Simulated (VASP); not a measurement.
The system is PtSeS4.

```xyz
6
Lattice="-2.8948 2.8948 3.7062 2.8948 -2.8948 3.7062 2.8948 2.8948 -3.7062" Properties=species:S:1:pos:R:3 pbc="T T T"
Pt    0.0000    0.0000    3.7062
Se    0.0000    0.0000    0.0000
S     0.9745    0.9745   -0.9920
S    -1.9203    1.9203    4.6982
S     1.9203   -1.9203    4.6982
S     1.9203    1.9203    2.7143
```

The cell was built from a structure type or drawn by symmetry, and may not be a known phase.

| Quantity | Value |
| --- | --- |
| Program | VASP 6.6.1 |
| Task | relaxation of cell and atoms |
| Functional | PBE |
| Potentials or basis | VASP PAW PBE potentials, release 64 (Pt, Se, S) |
| Cutoff | 600 eV |
| k mesh | 4 × 4 × 4 |
| Occupations | gaussian, width 0.1 eV |
| Spin | no spin polarisation |

At the start: pressure 69.2 GPa; volume 20.71 Å³/atom.

Where does the relaxation end?

Over 47 steps the energy falls by 3139.4 meV/atom and the volume is 27.76 Å³/atom (+34.1 %); space group I-42m (No. 121, to 0.1 Å) before and after.

Step by step:
| step | energy change (eV) | largest force (eV/Å) | pressure (GPa) | volume (Å³) |
| --- | --- | --- | --- | --- |
| 1 | 0.0000 | 25.5504 | 69.23 | 124.23 |
| 3 | -3.6798 | 0.8681 | -5.91 | 343.94 |
| 5 | -11.5321 | 1.0345 | -12.01 | 208.44 |
| 7 | -16.4570 | 0.9898 | -4.12 | 142.62 |
| 9 | -16.8431 | 1.2608 | -1.84 | 132.89 |
| 11 | -17.3187 | 1.2729 | 6.83 | 113.41 |
| 13 | -17.7381 | 0.7009 | 4.57 | 114.42 |
| 15 | -17.8870 | 0.7872 | -1.43 | 123.63 |
| 17 | -18.0915 | 0.5848 | -0.35 | 124.41 |
| 19 | -18.2792 | 0.3681 | 5.06 | 126.10 |
| 21 | -18.3396 | 0.2031 | 3.18 | 128.18 |
| 23 | -18.4209 | 0.5895 | 1.68 | 137.31 |
| 25 | -18.4771 | 0.5212 | -1.36 | 142.28 |
| 27 | -18.5961 | 0.4481 | -0.82 | 142.71 |
| 29 | -18.6927 | 0.2963 | 0.72 | 144.64 |
| 31 | -18.6701 | 1.1044 | 4.57 | 157.63 |
| 33 | -18.7677 | 0.2479 | 2.24 | 152.24 |
| 35 | -18.8216 | 0.1871 | 0.45 | 163.17 |
| 37 | -18.8233 | 0.2012 | 0.08 | 165.94 |
| 39 | -18.8292 | 0.0907 | -0.23 | 166.26 |
| 41 | -18.8301 | 0.0942 | -0.39 | 166.45 |
| 43 | -18.8333 | 0.0318 | 0.06 | 165.34 |
| 45 | -18.8337 | 0.0277 | 0.10 | 165.37 |
| 47 | -18.8365 | 0.0240 | 0.09 | 166.54 |

Final structure:
```
Pt Se S
1.0
    -2.87729    2.87729    5.02900
     2.87729   -2.87729    5.02900
     2.87729    2.87729   -5.02900
Pt Se S
1 1 4
Direct
  0.50000 0.50000 0.00000
  0.00000 0.00000 0.00000
  0.15120 0.15120 0.52488
  0.84880 0.37368 0.00000
  0.37368 0.84880 0.00000
  0.62632 0.62632 0.47512
```

Caveat: the volume moved by over 15 % at a fixed basis, so the end points are rough.
